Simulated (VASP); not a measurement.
**CoW3: single point with PBEsol**

Crystal: CoW3.

```xyz
4
Lattice="3.9074 0.0000 0.0000 0.0000 3.9074 0.0000 0.0000 0.0000 3.9074" Properties=species:S:1:pos:R:3 pbc="T T T"
W     1.9537    1.9537    0.0000
W     1.9537    0.0000    1.9537
W     0.0000    1.9537    1.9537
Co    0.0000    0.0000    0.0000
```

- Program: VASP 6.6.1
- Task: single point
- Functional: PBEsol
- Potentials or basis: VASP PAW PBE potentials, release 64 (W_sv, Co)
- Cutoff: 520 eV
- k mesh: 7 × 7 × 7
- Occupations: fermi-dirac, width 0.05 eV
- Spin: no spin polarisation

```yaml
Pressure: -9.9 GPa
```

Levels at points of the mesh, in eV from the Fermi level:
| k point | band 22 | band 23 | band 24 | band 25 | band 26 | band 27 | band 28 | band 29 |
| --- | --- | --- | --- | --- | --- | --- | --- | --- |
| (0.00, 0.00, 0.00) | -1.09 | 0.34 | 0.34 | 2.82 | 2.82 | 2.82 | 2.97 | 2.97 |

Run time: 34 s on 1 thread of Intel(R) Xeon(R) Platinum 8488C (Sapphire Rapids), with other jobs on the host, peak memory 0.18 GiB.

Caveat: the PAW data sets were made with another functional, which shifts forces and pressure a little; spin-orbit coupling is left out, which moves the levels of the heavy elements. Spin polarisation is off, so any magnetic state and its effect on volume and gap are missing.
